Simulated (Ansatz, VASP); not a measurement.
# AlNi: VASP beside Ansatz

The input POSCAR:

```
AlNi
1.0
    2.8631569681      0.0000000000      0.0000000000
    0.0000000000      2.8631569681      0.0000000000
    0.0000000000      0.0000000000      2.8631569681
Al Ni
1 1
Direct
    0.0000000000      0.0000000000      0.0000000000
    0.5000000000      0.5000000000      0.5000000000
```

INCAR.step1

```
SYSTEM = AlNi
PREC = Accurate
ENCUT = 600
ISMEAR = -1
SIGMA = 0.15
LREAL = .False.
LASPH = .True.
NELM = 80
GGA = PE
ALGO = Normal
EDIFF = 1E-4
LWAVE = .True.
LCHARG = .False.
```

The input INCAR.step2:

```
SYSTEM = AlNi
PREC = Accurate
ENCUT = 600
EDIFF = 1E-6
ISMEAR = -1
SIGMA = 0.15
LREAL = .False.
LASPH = .True.
NELM = 80
ALGO = Normal
ISIF = 3
LWAVE = .False.
LCHARG = .False.
METAGGA = R2SCAN
LMIXTAU = .True.
IBRION = 2
NSW = 80
EDIFFG = -0.001
ISTART = 1
```

The input KPOINTS:

```
Automatic mesh
0
Gamma
  14 14 14
  0 0 0
```

Input for Ansatz:

```yaml
crystal:
  lattice:
    - [2.8631569681, 0.0, 0.0]
    - [0.0, 2.8631569681, 0.0]
    - [0.0, 0.0, 2.8631569681]
  atoms:
    - { symbol: Al, position: [0.0, 0.0, 0.0] }
    - { symbol: Ni, position: [0.5, 0.5, 0.5] }
basis:
  ecutwfc: 500
kpoints:
  mp_grid: { grid: [14, 14, 14] }
hamiltonian:
  xc: r2scan
scf:
  occupations: { method: fermi_dirac, width: 0.15 }
output:
  forces: true
  stress: true
  eigenvalues: true
relax:
  adjacent_minimum: "off"
  f_tol: 0.001
  max_steps: 60
  cell: { stress_tol: 0.01 }
```

Alike in both runs: task relaxation of cell and atoms; functional r2SCAN; k mesh 14 × 14 × 14; occupations fermi-dirac, width 0.15 eV; no spin polarisation.

```csv
,VASP,Ansatz
version,VASP 6.6.1,Ansatz 0.2.0
potentials or method,"VASP PAW PBE potentials, release 64 (Al, Ni), cutoff 600 eV","scalar-relativistic, plane waves, PAW"
valence electrons in the cell,13,21
```

VASP gave:

```
gap on the k mesh at the Fermi level, each at its own relaxed structure (eV) : none
relaxed volume (Å³/atom)                                                     : 11.73
relaxed length of the cell vector where the two differ most in proportion (Å)              : 2.862
```

Task: Estimate Ansatz's values.

Result: gap on the k mesh at the Fermi level, each at its own relaxed structure (eV): none; relaxed volume (Å³/atom): 11.75; relaxed length of the cell vector where the two differ most in proportion (Å): 2.864.

VASP's potentials were made for PBE, not for r2SCAN. A gap of «none» marks a metal or a gap that the smearing closes. VASP's potentials hold 13 valence electrons a cell and Ansatz's 21, so a difference there can come from the potentials and not from the codes.
